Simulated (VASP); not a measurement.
# Pt: single point with PBEsol

Pt:

```xyz
1
Lattice="0.0000 1.9739 1.9739 1.9739 0.0000 1.9739 1.9739 1.9739 0.0000" Properties=species:S:1:pos:R:3 pbc="T T T"
Pt    0.0000    0.0000    0.0000
```

```yaml
Program: VASP 6.6.1
Task: single point
Functional: PBEsol
Potentials_or_basis: VASP PAW PBE potentials, release 64 (Pt)
Cutoff: 500 eV
k_mesh: 13 × 13 × 13
Occupations: methfessel-paxton, width 0.15 eV
Spin: no spin polarisation
Dipole_correction: no
Further_INCAR_settings: ALGO = Normal; EDIFF = 1e-06; NBANDS = 11
```

| Property | Result |
| --- | --- |
| Pressure | -6.7 GPa |
| Band gap on the k mesh | zero (band 5 reaches 11.12 eV, above the bottom of band 6 at 9.03 eV) |

Levels at points of the mesh, in eV from the Fermi level:
```csv
k point,band 2,band 3,band 4,band 5,band 6,band 7,band 8,band 9
"(0.00, 0.00, 0.00)",-3.68,-3.68,-3.68,-1.57,-1.57,14.69,19.54,19.54
```

Run time: 6.7 s on 1 thread of Intel(R) Xeon(R) 6975P-C (Granite Rapids), on a shared host, peak memory 0.13 GiB.

Caveat: the PAW data sets were made with another functional, which shifts forces and pressure a little; spin-orbit coupling is left out, which moves the levels of the heavy elements.
